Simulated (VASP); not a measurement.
# BAs (F-43m) in VASP: settings compared, part 2 of 2

VASP 6.6.1. Earlier steps stand in the parts before.

## 4. Single point, r2SCAN, non-collinear spin, zero start, spin-orbit coupling

File POSCAR:

```
BAs
1.0
    0.0000000000      2.3885000000      2.3885000000
    2.3885000000      0.0000000000      2.3885000000
    2.3885000000      2.3885000000      0.0000000000
As B
1 1
Direct
    0.7500000000      0.7500000000      0.7500000000
    0.0000000000      0.0000000000      0.0000000000
```

File INCAR.step1:

```
SYSTEM = BAs
PREC = Accurate ; ENCUT = 520
ISMEAR = 1 ; SIGMA = 0.01
LREAL = .False. ; LASPH = .True.
NELM = 150 ; MAGMOM = 0 0 0 0 0 0
LSORBIT = .True. ; GGA_COMPAT = .False.
NBANDS = 20 ; GGA = PE
ALGO = Normal ; EDIFF = 1E-4
LWAVE = .True. ; LCHARG = .False.
```

File INCAR.step2:

```
SYSTEM = BAs
PREC = Accurate ; ENCUT = 520
EDIFF = 1E-6 ; ISMEAR = 1
SIGMA = 0.01 ; LREAL = .False.
LASPH = .True. ; NELM = 150
ALGO = Normal ; ISIF = 2
LWAVE = .False. ; LCHARG = .True.
MAGMOM = 0 0 0 0 0 0 ; LORBIT = 11
LSORBIT = .True. ; GGA_COMPAT = .False.
LORBMOM = .True. ; METAGGA = R2SCAN
LMIXTAU = .True. ; LVHAR = .True.
NBANDS = 20 ; ISTART = 1
```

File KPOINTS:

```
Automatic mesh
0
Gamma
  8 8 8
  0 0 0
```

Potentials or basis: VASP PAW PBE potentials, release 64 (As, B).

Run with:

```console
$ cat potpaw_PBE.64/As/POTCAR potpaw_PBE.64/B/POTCAR > POTCAR
$ cp INCAR.step1 INCAR
$ mpirun -np 1 vasp_ncl > vasp.out
$ cp INCAR.step2 INCAR
$ mpirun -np 1 vasp_ncl > vasp.out
```

OUTCAR:

```text
SYSTEM = BAs
   PREC = Accurate
   ENCUT = 520
   EDIFF = 1E-6
   ISMEAR = 1
   LREAL = .False.
   LASPH = .True.
   NELM = 150
   ISIF = 2
   LORBIT = 11
   LSORBIT = .True.
   METAGGA = R2SCAN
   ISTART = 1

 ion  position               nearest neighbor table
   1  0.750  0.750  0.750-   2 2.07   2 2.07   2 2.07   2 2.07
   2  0.000  0.000  0.000-   1 2.07   1 2.07   1 2.07   1 2.07

  LATTYP: Found a face centered cubic cell.
 ALAT       =     4.7770000000

  Lattice vectors:

 A1 = (   0.0000000000,   2.3885000000,   2.3885000000)
 A2 = (   2.3885000000,   0.0000000000,   2.3885000000)
 A3 = (   2.3885000000,   2.3885000000,   0.0000000000)

Analysis of symmetry for initial positions (statically):
=====================================================================
 Subroutine PRICEL returns:
 Original cell was already a primitive cell.

 Routine SETGRP: Setting up the symmetry group for a
 face centered cubic supercell.

 Subroutine GETGRP returns: Found 24 space group operations
 (whereof 24 operations were pure point group operations)
 out of a pool of 48 trial point group operations.

The static configuration has the point symmetry T_d .

Analysis of symmetry for dynamics (positions and initial velocities):
=====================================================================
 Subroutine PRICEL returns:
 Original cell was already a primitive cell.

 Routine SETGRP: Setting up the symmetry group for a
 face centered cubic supercell.

 Subroutine GETGRP returns: Found 24 space group operations
 (whereof 24 operations were pure point group operations)
 out of a pool of 48 trial point group operations.

The dynamic configuration has the point symmetry T_d .

Analysis of structural, dynamic, and magnetic symmetry:
=====================================================================
 Subroutine PRICEL returns:
 Original cell was already a primitive cell.

 Routine SETGRP: Setting up the symmetry group for a
[... 762 lines left out ...]
 orbital moment (y)

 # of ion     p       d       tot
 ----------------------------------------
  1         0.000  -0.000  -0.000
  2        -0.000   0.000  -0.000
 ----------------------------------------
           -0.000  -0.000  -0.000

 orbital moment (z)

 # of ion     p       d       tot
 ----------------------------------------
  1         0.000  -0.000   0.000
  2        -0.000   0.000  -0.000
 ----------------------------------------
            0.000  -0.000   0.000

 Spin-Orbit-Coupling matrix elements

 Ion:    1  E_soc:     -0.0204489
 l=   1
     0.0000000    -0.0033820    -0.0033820
    -0.0033820     0.0000000    -0.0033820
    -0.0033820    -0.0033820     0.0000000
 l=   2
     0.0000000    -0.0000133     0.0000000    -0.0000133    -0.0000129
    -0.0000133     0.0000000    -0.0000097    -0.0000133    -0.0000032
     0.0000000    -0.0000097     0.0000000    -0.0000097     0.0000000
    -0.0000133    -0.0000133    -0.0000097     0.0000000    -0.0000032
    -0.0000129    -0.0000032     0.0000000    -0.0000032     0.0000000
 l=   3
     0.0000000     0.0000000     0.0000000     0.0000000     0.0000000     0.0000000     0.0000000
     0.0000000     0.0000000     0.0000000     0.0000000     0.0000000     0.0000000     0.0000000
     0.0000000     0.0000000     0.0000000     0.0000000     0.0000000     0.0000000     0.0000000
     0.0000000     0.0000000     0.0000000     0.0000000     0.0000000     0.0000000     0.0000000
     0.0000000     0.0000000     0.0000000     0.0000000     0.0000000     0.0000000     0.0000000
     0.0000000     0.0000000     0.0000000     0.0000000     0.0000000     0.0000000     0.0000000
     0.0000000     0.0000000     0.0000000     0.0000000     0.0000000     0.0000000     0.0000000

 Ion:    2  E_soc:     -0.0000088
 l=   1
     0.0000000    -0.0000015    -0.0000015
    -0.0000015     0.0000000    -0.0000015
    -0.0000015    -0.0000015     0.0000000
 l=   2
     0.0000000     0.0000000     0.0000000     0.0000000     0.0000000
     0.0000000     0.0000000     0.0000000     0.0000000     0.0000000
     0.0000000     0.0000000     0.0000000     0.0000000     0.0000000
     0.0000000     0.0000000     0.0000000     0.0000000     0.0000000
     0.0000000     0.0000000     0.0000000     0.0000000     0.0000000
 l=   3
     0.0000000     0.0000000     0.0000000     0.0000000     0.0000000     0.0000000     0.0000000
     0.0000000     0.0000000     0.0000000     0.0000000     0.0000000     0.0000000     0.0000000
     0.0000000     0.0000000     0.0000000     0.0000000     0.0000000     0.0000000     0.0000000
     0.0000000     0.0000000     0.0000000     0.0000000     0.0000000     0.0000000     0.0000000
     0.0000000     0.0000000     0.0000000     0.0000000     0.0000000     0.0000000     0.0000000
     0.0000000     0.0000000     0.0000000     0.0000000     0.0000000     0.0000000     0.0000000
     0.0000000     0.0000000     0.0000000     0.0000000     0.0000000     0.0000000     0.0000000

 total charge

# of ion       s       p       d       tot
------------------------------------------
    1        1.171   1.697   0.092   2.961
    2        0.669   1.166   0.000   1.835
--------------------------------------------------
tot          1.840   2.863   0.092   4.796

 magnetization (x)

# of ion       s       p       d       tot
------------------------------------------
    1        0.000  -0.000  -0.000  -0.000
    2        0.000  -0.000   0.000  -0.000
--------------------------------------------------
tot          0.000  -0.000  -0.000  -0.000

 magnetization (y)

# of ion       s       p       d       tot
------------------------------------------
    1        0.000   0.000   0.000   0.000
    2        0.000   0.000   0.000   0.000
--------------------------------------------------
tot          0.000   0.000   0.000   0.000

 magnetization (z)

# of ion       s       p       d       tot
------------------------------------------
    1        0.000  -0.000  -0.000  -0.000
    2        0.000   0.000   0.000   0.000
--------------------------------------------------
tot          0.000   0.000  -0.000   0.000
```

OSZICAR.step1:

```text
N       E                     dE             d eps       ncg     rms          rms(c)
DAV:   1     0.174609293734E+02    0.17461E+02   -0.33259E+03  1720   0.712E+02
DAV:   2    -0.107608883545E+02   -0.28222E+02   -0.25905E+02  2380   0.130E+02
DAV:   3    -0.120483357721E+02   -0.12874E+01   -0.12725E+01  2072   0.242E+01
DAV:   4    -0.120539432573E+02   -0.56075E-02   -0.56030E-02  2052   0.181E+00
DAV:   5    -0.120539535375E+02   -0.10280E-04   -0.12545E-04  1988   0.935E-02    0.493E+00
DAV:   6    -0.114780688692E+02    0.57588E+00   -0.39479E-01  1908   0.562E+00    0.239E+00
DAV:   7    -0.114215920898E+02    0.56477E-01   -0.14549E-01  2108   0.270E+00    0.990E-01
DAV:   8    -0.114146808870E+02    0.69112E-02   -0.16116E-02  1928   0.959E-01    0.116E-01
DAV:   9    -0.114146002615E+02    0.80626E-04   -0.92980E-04  2008   0.263E-01
   1 F= -.11414600E+02 E0= -.11414601E+02  d E =0.226481E-05  mag=     0.0000     0.0000     0.0000
```

Run time: 5.8 min. Hardware: 1 thread of Intel Xeon Platinum 8259CL at 2.50GHz (Skylake/Cascade Lake), shared host; peak memory 0.3 GiB.

What came out:

```
Free energy                                           : -22.2637 eV
Pressure                                              : 0.9 GPa
Net moment                                            : 0.00 μB per cell
Valence electrons inside the program's atomic spheres : As 2.96; B 1.83
```

Moments on the atoms (μB; x, y, z):
```
As  0.00 0.00 0.00
B   0.00 0.00 0.00
```

Caveat: the PAW data sets were made with another functional, which shifts forces and pressure a little.

## 5. Single point, r2SCAN, non-collinear spin, zero start, spin-orbit coupling

POSCAR is that of step 4.

File INCAR.step1:

```
PREC = Accurate
ENCUT = 520
ISMEAR = 1
SIGMA = 0.005
LREAL = False
LASPH = True
NELM = 150
MAGMOM = 0 0 0 0 0 0
LSORBIT = True
GGA_COMPAT = False
NBANDS = 20
GGA = PE
ALGO = Normal
EDIFF = 1E-4
LWAVE = True
LCHARG = False
```

File INCAR.step2:

```
PREC = Accurate
ENCUT = 520
EDIFF = 1E-6
ISMEAR = 1
SIGMA = 0.005
LREAL = False
LASPH = True
NELM = 150
ALGO = Normal
ISIF = 2
LWAVE = False
LCHARG = False
MAGMOM = 0 0 0 0 0 0
LORBIT = 11
LSORBIT = True
GGA_COMPAT = False
LORBMOM = True
METAGGA = R2SCAN
LMIXTAU = True
NBANDS = 20
ISTART = 1
```

File KPOINTS:

```
Automatic mesh
0
Gamma
  8 8 8
```

Run with:

```console
$ cat potpaw_PBE.64/As/POTCAR potpaw_PBE.64/B/POTCAR > POTCAR
$ cp INCAR.step1 INCAR
$ mpirun -np 1 vasp_ncl > vasp.out
$ cp INCAR.step2 INCAR
$ mpirun -np 1 vasp_ncl > vasp.out
```

Wall time 5.9 min (1 thread of Intel Xeon Platinum 8259CL at 2.50GHz (Skylake/Cascade Lake), shared host); peak memory 0.3 GiB.

It converged, with:

| Item | Value |
| --- | --- |
| Free energy | -22.2637 eV |
| Pressure | 0.9 GPa |
| Net moment | 0.00 μB per cell |
| Valence electrons inside the program's atomic spheres | As 2.96; B 1.83 |

Moments on the atoms (μB; x, y, z):
```
As  0.00 0.00 0.00
B   0.00 0.00 0.00
```

Caveat: the PAW data sets were made with another functional, which shifts forces and pressure a little.

## 6. Single point, HSE06

POSCAR is that of step 5.

File INCAR.step1:

```
PREC = Accurate
ENCUT = 520
EDIFF = 1E-5
ISMEAR = -1
SIGMA = 0.1
LREAL = False
LASPH = True
NELM = 100
ALGO = Normal
ISIF = 2
LWAVE = True
LCHARG = False
NBANDS = 11
GGA = PE
```

File INCAR.step2:

```
PREC = Accurate
ENCUT = 520
EDIFF = 1E-6
ISMEAR = -1
SIGMA = 0.1
LREAL = False
LASPH = True
NELM = 100
ALGO = Normal
ISIF = 2
LWAVE = False
LCHARG = False
GGA = PE
LHFCALC = True
HFSCREEN = 0.2079
PRECFOCK = Normal
NBANDS = 11
ISTART = 1
```

File KPOINTS:

```
Automatic mesh
0
Gamma
  5 5 5
```

Potentials or basis: VASP PAW PBE potentials, release 64 (As, B).

Run with:

```console
$ cat potpaw_PBE.64/As/POTCAR potpaw_PBE.64/B/POTCAR > POTCAR
$ cp INCAR.step1 INCAR
$ mpirun -np 1 vasp_std > vasp.out
$ cp INCAR.step2 INCAR
$ mpirun -np 1 vasp_std > vasp.out
```

It took 3.4 min on 1 thread of Intel Xeon Platinum 8259CL at 2.50GHz (Skylake/Cascade Lake), shared host; peak memory 0.26 GiB.

The run converged. Its results:

- Free energy: -13.2080 eV
- Pressure: -0.4 GPa
- Band gap on the k mesh: 1.85 eV, indirect (least direct gap 4.12 eV)

Levels at points of the mesh, in eV from the valence-band top:
```csv
k point,band 1,band 2,band 3,band 4,band 5,band 6,band 7,band 8
"(0.00, 0.00, 0.00)",-16.95,0.00,0.00,0.00,4.12,4.12,4.12,5.89
```

Caveat: the k points lie up to 0.46 Å⁻¹ apart; the PAW data sets were made with another functional, which shifts forces and pressure a little. A k mesh can miss the band edges.

## 7. The runs side by side

```csv
level,spin,k mesh,smearing,grid for exact exchange (PRECFOCK),screening parameter,pressure (GPa),moment (μB)
r2SCAN,"non-collinear, zero start, SOC",8 × 8 × 8,methfessel-paxton 0.05 eV,-,-,0.9,0.00
r2SCAN,"non-collinear, zero start, SOC",8 × 8 × 8,methfessel-paxton 0.025 eV,-,-,0.9,0.00
r2SCAN,"non-collinear, zero start, SOC",8 × 8 × 8,methfessel-paxton 0.01 eV,-,-,0.9,0.00
r2SCAN,"non-collinear, zero start, SOC",8 × 8 × 8,methfessel-paxton 0.005 eV,-,-,0.9,0.00
HSE06,off,5 × 5 × 5,fermi-dirac 0.1 eV,Normal,0.2079 1/Å,-0.4,-
```

Alike in all rows: task single point; potentials or basis VASP PAW PBE potentials, release 64 (As, B); cell as given; cutoff (eV) 520.

Caveats: some runs use coarse meshes; the PAW data sets were made with another functional, which shifts forces and pressure a little.

Total energies depend on the potentials used, so only differences within one code and one set of settings carry meaning.
